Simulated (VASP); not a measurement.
Wanted: the native input for a VASP 6.6.1 run.

* Task: single point
* Functional: revPBE
* Potentials or basis: VASP PAW PBE potentials, release 64 (Ca_sv)
* Cutoff: 520 eV
* k mesh: 11 × 11 × 11
* Occupations: fermi-dirac, width 0.1 eV
* Spin: no spin polarisation
* Dipole correction: no
* Further INCAR settings: ALGO = Normal; EDIFF = 1e-06; NBANDS = 11

The structure of Ca lies in POSCAR:

```
Ca
1.0
   -2.1623546950      2.1623546950      2.1623546950
    2.1623546950     -2.1623546950      2.1623546950
    2.1623546950      2.1623546950     -2.1623546950
Ca
1
Direct
    0.0000000000      0.0000000000      0.0000000000
```

This cell differs from its parent crystal: volume scaled by 0.92.

These files were run (other wordings do the same):

INCAR

```
PREC = Accurate
ENCUT = 520
EDIFF = 1E-6
ISMEAR = -1
SIGMA = 0.1
LREAL = F
LASPH = T
NELM = 80
ALGO = Normal
ISIF = 2
LWAVE = F
LCHARG = F
GGA = RE
NBANDS = 11
```

KPOINTS

```
Automatic mesh
0
Gamma
  11 11 11
```

Potentials or basis: VASP PAW PBE potentials, release 64 (Ca_sv).

Command:

```bash
$ cat potpaw_PBE.64/Ca_sv/POTCAR > POTCAR
$ mpirun -np 1 vasp_std > vasp.out
```

Results of the run:

```
Pressure               : 1.6 GPa
Band gap on the k mesh : zero (band 5 reaches 2.55 eV, above the bottom of band 6 at 2.26 eV)
```

Caveat: the PAW data sets were made with another functional, which shifts forces and pressure a little.

Run time: 36 s on 1 thread of Intel Xeon 8259CL, with other jobs on the host, peak memory 0.17 GiB.
